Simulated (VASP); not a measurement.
# TaN (P6_3mc) in VASP: settings compared

The runs below take TaN through single point, with PBEsol, PBEsol+D4.

All numbers are computed with VASP 6.6.1; they aren't measurements. Logs are shortened: lines on timing, memory, paths and dates and some standing lists are left out, and cuts for length are marked.

**1. The cell of the first run**

It takes space group P6_3mc (No. 186, hexagonal). Conventional cell: a = 3.124 Å, b = 3.124 Å, c = 6.048 Å, α = 90.00°, β = 90.00°, γ = 120.00°. Within 2.6 Å of Ta (site symmetry 3m) lie 4 N at 1.97 to 2.09 Å. N (site symmetry 3m) has 4 Ta at 1.97 to 2.09 Å within 2.6 Å.

**2. Single point, PBEsol**

File INCAR:

```
  PREC = Accurate
  ENCUT = 520
  EDIFF = 1E-6
  ISMEAR = -1
  SIGMA = 0.02
  LREAL = False
  LASPH = True
  NELM = 60
  ALGO = Normal
  ISIF = 2
  LWAVE = False
  LCHARG = False
  GGA = PS
  NBANDS = 24
```

File KPOINTS:

```
regular mesh
0
Gamma
  10 10 5
```

File POSCAR:

```
TaN
1.0
    3.1237644157      0.0000000000      0.0000000000
   -1.5618822078      2.7052593394      0.0000000000
    0.0000000000      0.0000000000      6.0477078218
Ta N
2 2
Direct
    0.3333333333      0.6666666667      0.0298993550
    0.6666666667      0.3333333333      0.5298993550
    0.3333333333      0.6666666667      0.3551006450
    0.6666666667      0.3333333333      0.8551006450
```

Potentials or basis: VASP PAW PBE potentials, release 64 (Ta_pv, N).

The run is started by

```bash
$ cat potpaw_PBE.64/Ta_pv/POTCAR potpaw_PBE.64/N/POTCAR > POTCAR
$ mpirun -np 1 vasp_std > vasp.out
```

OUTCAR:

```text
PREC = Accurate
   ENCUT = 520
   EDIFF = 1E-6
   ISMEAR = -1
   LREAL = False
   LASPH = True
   NELM = 60
   ISIF = 2
   GGA = PS

 ion  position               nearest neighbor table
   1  0.333  0.667  0.030-   3 1.97   4 2.09   4 2.09   4 2.09   2 3.52   2 3.52   2 3.52   2 3.52
                             2 3.52   2 3.52
   2  0.667  0.333  0.530-   4 1.97   3 2.09   3 2.09   3 2.09   1 3.52   1 3.52   1 3.52   1 3.52
                             1 3.52   1 3.52
   3  0.333  0.667  0.355-   1 1.97   2 2.09   2 2.09   2 2.09
   4  0.667  0.333  0.855-   2 1.97   1 2.09   1 2.09   1 2.09

  LATTYP: Found a hexagonal cell.
 ALAT       =     3.1237644157
 C/A-ratio  =     1.9360319848

  Lattice vectors:

 A1 = (   3.1237644157,   0.0000000000,   0.0000000000)
 A2 = (  -1.5618822078,   2.7052593394,   0.0000000000)
 A3 = (   0.0000000000,   0.0000000000,   6.0477078218)

Analysis of symmetry for initial positions (statically):
=====================================================================
 Subroutine PRICEL returns:
 Original cell was already a primitive cell.

 Routine SETGRP: Setting up the symmetry group for a
 hexagonal supercell.

 Subroutine GETGRP returns: Found 12 space group operations
 (whereof  6 operations were pure point group operations)
 out of a pool of 24 trial point group operations.

The static configuration has the point symmetry C_3v.
 The point group associated with its full space group is C_6v.

Analysis of symmetry for dynamics (positions and initial velocities):
=====================================================================
 Subroutine PRICEL returns:
 Original cell was already a primitive cell.

 Routine SETGRP: Setting up the symmetry group for a
 hexagonal supercell.

 Subroutine GETGRP returns: Found 12 space group operations
 (whereof  6 operations were pure point group operations)
 out of a pool of 24 trial point group operations.

The dynamic configuration has the point symmetry C_3v.
 The point group associated with its full space group is C_6v.

 Subroutine INISYM returns: Found 12 space group operations
 (whereof  6 operations are pure point group operations),
 and found     1 'primitive' translations

----------------------------------------------------------------------------------------

                                     Primitive cell

  volume of cell :      51.1067

  direct lattice vectors                    reciprocal lattice vectors
     3.123764416  0.000000000  0.000000000     0.320126574  0.184825164  0.000000000
    -1.561882208  2.705259339  0.000000000     0.000000000  0.369650327  0.000000000
     0.000000000  0.000000000  6.047707822     0.000000000  0.000000000  0.165351903

  length of vectors
     3.123764416  3.123764416  6.047707822     0.369650327  0.369650327  0.165351903

  position of ions in fractional coordinates (direct lattice)
     0.333333333  0.666666667  0.029899355
     0.666666667  0.333333333  0.529899355
     0.333333333  0.666666667  0.355100645
     0.666666667  0.333333333  0.855100645

  ion indices of the primitive-cell ions
   primitive index   ion index
                 1           1
                 2           2
                 3           3
                 4           4

----------------------------------------------------------------------------------------

 KPOINTS: regular mesh

Automatic generation of k-mesh.
 Grid dimensions read from file:
 generate k-points for:   10   10    5

 Generating k-lattice:

  Cartesian coordinates                     Fractional coordinates (reciprocal lattice)
     0.032012657  0.018482516  0.000000000     0.100000000  0.000000000  0.000000000
     0.000000000  0.036965033  0.000000000     0.000000000  0.100000000  0.000000000
     0.000000000  0.000000000  0.033070381     0.000000000  0.000000000  0.200000000

  Length of vectors
     0.036965033  0.036965033  0.033070381

  Shift w.r.t. Gamma in fractional coordinates (k-lattice)
     0.000000000  0.000000000  0.000000000

 Subroutine IBZKPT returns following result:
 ===========================================

 Found     42 irreducible k-points:

 Following reciprocal coordinates:
            Coordinates               Weight
  0.000000  0.000000  0.000000      1.000000
  0.100000  0.000000  0.000000      6.000000
  0.200000  0.000000  0.000000      6.000000
  0.300000  0.000000  0.000000      6.000000
  0.400000  0.000000  0.000000      6.000000
  0.500000  0.000000  0.000000      3.000000
[... 16 lines left out ...]
  0.300000  0.100000  0.200000     24.000000
  0.400000  0.100000  0.200000     24.000000
 [... further k-points ...]
   k-points           NKPTS =     42   k-points in BZ     NKDIM =     42   number of bands    NBANDS=     24
   number of dos      NEDOS =    301   number of ions     NIONS =      4
   total plane-waves  NPLWV =  27648
   dimension x,y,z NGX =    24 NGY =   24 NGZ =   48
   dimension x,y,z NGXF=    48 NGYF=   48 NGZF=   96
   ions per type =               2   2
   NGX,Y,Z   is equivalent  to a cutoff of  12.77, 12.77, 13.19 a.u.
   NGXF,Y,Z  is equivalent  to a cutoff of  25.55, 25.55, 26.39 a.u.
 SYSTEM =  unknown system
   PREC   = accura    normal or accurate (medium, high low for compatibility)
   ISTART =      0    job   : 0-new  1-cont  2-samecut
   ICHARG =      2    charge: 1-file 2-atom 10-const
   ISPIN  =      1    spin polarized calculation?
   LNONCOLLINEAR =      F non collinear calculations
   LSORBIT =      F    spin-orbit coupling
   LASPH  =      T    aspherical Exc in radial PAW
   ENCUT  =  520.0 eV  38.22 Ry    6.18 a.u.   5.81  5.81 11.24*2*pi/ulx,y,z
   NELM   =     60;   NELMIN=  2; NELMDL= -5     # of ELM steps
   EDIFF  = 0.1E-05   stopping-criterion for ELM
   LREAL  =      F    real-space projection
   EDIFFG = 0.1E-04   stopping-criterion for IOM
   NSW    =      0    number of steps for IOM
   IBRION =     -1    ionic relax: 0-MD 1-quasi-New 2-CG
   NFREE  =      0    steps in history (QN), initial steepest desc. (CG)
   ISIF   =      2    stress and relaxation
   ISYM   =      2    0-nonsym 1-usesym 2-fastsym
   POTIM  = 0.5000    time-step for ionic-motion
   TEBEG  =    0.0;   TEEND  =   0.0 temperature during run
   PSTRESS=    0.0 pullay stress
   NELECT =      32.0000    total number of electrons
   NUPDOWN=      -1.0000    fix difference up-down
   EMIN   =  10.00;   EMAX   =-10.00  energy-range for DOS
   EFERMI =   0.00;   METHOD = LEGACY
   ISMEAR =    -1;   SIGMA  =   0.02  broadening in eV -4-tet -1-fermi 0-gaus
   EFERMI_NEDOS =   21; number of points for ismear=-14 and -15
   IALGO  =     38    algorithm
   IMIX   =      4    mixing-type and parameters
     AMIX     =   0.40;   BMIX     =  1.00
     AMIX_MAG =   1.60;   BMIX_MAG =  1.00
  volume/ion in A,a.u.               =      12.78        86.22
  Fermi-wavevector in a.u.,A,eV,Ry     =   1.400551  2.646657 26.688402  1.961542
  Thomas-Fermi vector in A             =   2.523500
   LORBIT       =      0    0 simple, 1 ext, 2 COOP (PROOUT), +10 PAW based schemes
   GGA     = PS    functional components
   LHFCALC =     F    Hartree Fock is set to
   AEXX    =    0.0000 exact exchange contribution
   IVDW    =     0    specifies the selected vdW correction
   LEPSILON=     F    determine dielectric tensor
   LRPA    =     F    only Hartree local field effects (RPA)
 non-spin polarized calculation
  energy-cutoff  :      520.00
  volume of cell :       51.11
 maximum number of plane-waves:      1390
 NGX is ok and might be reduce to    24
   NGX = 11   NGY = 11   NGZ = 23

 number of electron      31.9999995 magnetization

 Free energy of the ion-electron system (eV)
  ---------------------------------------------------
  ext. energy  EPLUGINS =         0.00000000
  ---------------------------------------------------
  free energy    TOTEN  =       -45.80815741 eV

  energy without entropy =      -45.80681905  energy(sigma->0) =      -45.80748823

 E-fermi :   6.5444     XC(G=0): -12.4054

 val. band max:        6.5442149503   @ k =   0.1000   0.0000   0.4000
 cond. band min:       6.6154094672   @ k =   0.1000   0.0000   0.2000
 fundamental gap:      0.0711945169
 Fermi energy:         6.5444110824

 k-point     1 :       0.0000    0.0000    0.0000
  band No.  band energies     occupation
      1     -29.0082      2.00000
      2     -28.6381      2.00000
      3     -28.3704      2.00000
      4     -28.3704      2.00000
      5     -28.3393      2.00000
      6     -28.3393      2.00000
[... 16 lines left out ...]
     23      11.7314      0.00000
     24      13.2857      0.00000

 k-point     2 :       0.1000    0.0000    0.0000
  band No.  band energies     occupation
      1     -28.9917      2.00000
      2     -28.6368      2.00000
      3     -28.4280      2.00000
      4     -28.3993      2.00000
      5     -28.3846      2.00000
      6     -28.3512      2.00000
[... 16 lines left out ...]
     23      12.3883      0.00000
     24      12.8074      0.00000

 k-point     3 :       0.2000    0.0000    0.0000
  band No.  band energies     occupation
      1     -28.9473      2.00000
      2     -28.6362      2.00000
      3     -28.5759      2.00000
      4     -28.5515      2.00000
      5     -28.4214      2.00000
      6     -28.3825      2.00000
[... 16 lines left out ...]
     23      12.3664      0.00000
     24      13.8628      0.00000

 k-point     4 :       0.3000    0.0000    0.0000
  band No.  band energies     occupation
      1     -28.8952      2.00000
      2     -28.7522      2.00000
      3     -28.7308      2.00000
      4     -28.6366      2.00000
      5     -28.4659      2.00000
      6     -28.4213      2.00000
[... 16 lines left out ...]
     23      12.1630      0.00000
     24      13.6338      0.00000

 k-point     5 :       0.4000    0.0000    0.0000
  band No.  band energies     occupation
      1     -28.9280      2.00000
      2     -28.8819      2.00000
      3     -28.7922      2.00000
      4     -28.6496      2.00000
      5     -28.5015      2.00000
      6     -28.4527      2.00000
[... 16 lines left out ...]
     23      12.0563      0.00000
     24      12.6008      0.00000

 k-point     6 :       0.5000    0.0000    0.0000
  band No.  band energies     occupation
      1     -28.9744      2.00000
      2     -28.9336      2.00000
      3     -28.7722      2.00000
      4     -28.6601      2.00000
      5     -28.5149      2.00000
      6     -28.4647      2.00000
[... 16 lines left out ...]
     23      11.2706      0.00000
     24      12.5734      0.00000
[... 379 lines left out ...]
 k-point    21 :       0.1000    0.1000    0.2000
  band No.  band energies     occupation
      1     -28.9328      2.00000
      2     -28.6724      2.00000
      3     -28.5198      2.00000
      4     -28.5025      2.00000
      5     -28.4081      2.00000
      6     -28.3823      2.00000
[... 16 lines left out ...]
     23      12.0951      0.00000
     24      12.9067      0.00000

 k-point    22 :       0.2000    0.1000    0.2000
  band No.  band energies     occupation
      1     -28.8919      2.00000
      2     -28.7057      2.00000
      3     -28.6632      2.00000
      4     -28.6241      2.00000
      5     -28.4585      2.00000
      6     -28.4285      2.00000
[... 16 lines left out ...]
     23      12.1160      0.00000
     24      13.4641      0.00000

 k-point    23 :       0.3000    0.1000    0.2000
  band No.  band energies     occupation
      1     -28.8885      2.00000
      2     -28.8328      2.00000
      3     -28.7605      2.00000
      4     -28.6507      2.00000
      5     -28.5097      2.00000
      6     -28.4739      2.00000
[... 16 lines left out ...]
     23      12.6384      0.00000
     24      12.7369      0.00000

 k-point    24 :       0.4000    0.1000    0.2000
  band No.  band energies     occupation
      1     -28.9510      2.00000
      2     -28.9172      2.00000
      3     -28.7507      2.00000
      4     -28.6627      2.00000
      5     -28.5410      2.00000
      6     -28.5017      2.00000
[... 16 lines left out ...]
     23      11.7392      0.00000
     24      12.6417      0.00000

 [... further k-points ...]

------------------------ aborting loop because EDIFF is reached ----------------------------------------

  FORCE on cell =-STRESS in cart. coord.  units (eV):
  Direction    XX          YY          ZZ          XY          YZ          ZX
  --------------------------------------------------------------------------------------
  -------------------------------------------------------------------------------------
  Total        0.1549252      0.1549252      0.3609380      0.0000000      0.0000000      0.0000000
  in kB        4.8568482      4.8568482     11.3152775      0.0000000      0.0000000      0.0000000
  external PRESSURE =       7.0096580 kB  Pullay stress =       0.0000000 kB

 VOLUME and BASIS-vectors are now :
 -----------------------------------------------------------------------------
  energy-cutoff  :      520.00
  volume of cell :       51.11
      direct lattice vectors                 reciprocal lattice vectors
     3.123764416  0.000000000  0.000000000     0.320126574  0.184825164  0.000000000
    -1.561882208  2.705259339  0.000000000     0.000000000  0.369650327  0.000000000
     0.000000000  0.000000000  6.047707822     0.000000000  0.000000000  0.165351903

 POSITION                                       TOTAL-FORCE (eV/Angst)
 -----------------------------------------------------------------------------------
     -0.00000      1.80351      0.18082        -0.000000      0.000000     -0.022770
      1.56188      0.90175      3.20468         0.000000     -0.000000     -0.022770
     -0.00000      1.80351      2.14754        -0.000000      0.000000      0.022770
      1.56188      0.90175      5.17140        -0.000000     -0.000000      0.022770
 -----------------------------------------------------------------------------------
    total drift:                               -0.000000      0.000000      0.001629

  FREE ENERGIE OF THE ION-ELECTRON SYSTEM (eV)
  ---------------------------------------------------
  free  energy   TOTEN  =       -45.8081574097 eV

  energy  without entropy=      -45.8068190549  energy(sigma->0) =      -45.80748823
```

Wall time 98 s (1 thread of Intel Xeon 8259CL, shared host); peak memory 0.2 GiB.

Results:

| Property | Result |
| --- | --- |
| Free energy | -45.8082 eV |
| Pressure | 0.7 GPa |
| Largest force | 0.023 eV/Å |
| Band gap on the k mesh | zero (bands 16 and 17 overlap by 0.48 eV) |

Forces on the atoms (eV/Å):
```
Ta   0.000  0.000 -0.023
Ta   0.000  0.000 -0.023
N    0.000  0.000  0.023
N    0.000  0.000  0.023
```

Stress tensor (GPa, compression positive):
```
0.49 0.00 0.00
0.00 0.49 0.00
0.00 0.00 1.13
```

Caveat: the PAW data sets were made with another functional, which shifts forces and pressure a little; spin-orbit coupling is left out, which moves the levels of the heavy elements.

(Part 1 of 2 ends here.)
